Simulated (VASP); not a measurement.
Input of a VASP 6.6.1 run:

Contents of POSCAR:

```
Cu
1.0
    0.0000000000      1.7887153358      1.7887153358
    1.7887153358      0.0000000000      1.7887153358
    1.7887153358      1.7887153358      0.0000000000
Cu
1
Direct
    0.0000000000      0.0000000000      0.0000000000
```

INCAR.step1

```
SYSTEM = Cu
PREC     = Accurate       ! precision mode
ENCUT    = 660            ! plane-wave cutoff, eV
ISMEAR   = 0              ! smearing method
SIGMA    = 0.1            ! smearing width, eV
LREAL    = .FALSE.        ! projectors in reciprocal space
LASPH    = .TRUE.         ! aspherical terms in the spheres
NELM     = 120            ! most SCF steps
NBANDS   = 12             ! bands
GGA      = PE             ! functional
ALGO     = Normal         ! electronic algorithm
EDIFF    = 1E-5           ! SCF threshold, eV
LWAVE    = .TRUE.         ! write WAVECAR
LCHARG   = .FALSE.        ! write CHGCAR
GGA_COMPAT= .FALSE.
```

The input INCAR.step2:

```
SYSTEM = Cu
PREC     = Accurate       ! precision mode
ENCUT    = 660            ! plane-wave cutoff, eV
EDIFF    = 1E-6           ! SCF threshold, eV
ISMEAR   = 0              ! smearing method
SIGMA    = 0.1            ! smearing width, eV
LREAL    = .FALSE.        ! projectors in reciprocal space
LASPH    = .TRUE.         ! aspherical terms in the spheres
NELM     = 120            ! most SCF steps
ALGO     = Normal         ! electronic algorithm
ISIF     = 2              ! what is computed and relaxed
LWAVE    = .FALSE.        ! write WAVECAR
LCHARG   = .FALSE.        ! write CHGCAR
METAGGA  = R2SCAN         ! meta-GGA
LMIXTAU  = .TRUE.       
NBANDS   = 12             ! bands
ISTART   = 1            
GGA_COMPAT= .FALSE.
```

Contents of KPOINTS:

```
Automatic mesh
0
G
  8 8 8
  0 0 0
```

Potentials or basis: VASP PAW PBE potentials, release 64 (Cu).

The run is started by

```console
$ cat potpaw_PBE.64/Cu/POTCAR > POTCAR
$ cp INCAR.step1 INCAR
$ mpirun -np 1 vasp_std > vasp.out
$ cp INCAR.step2 INCAR
$ mpirun -np 1 vasp_std > vasp.out
```

(1) Predict the pressure.

Results:

(1) 1.3 GPa.

Caveat: the k points lie up to 0.38 Å⁻¹ apart; the PAW data sets were made with another functional, which shifts forces and pressure a little.
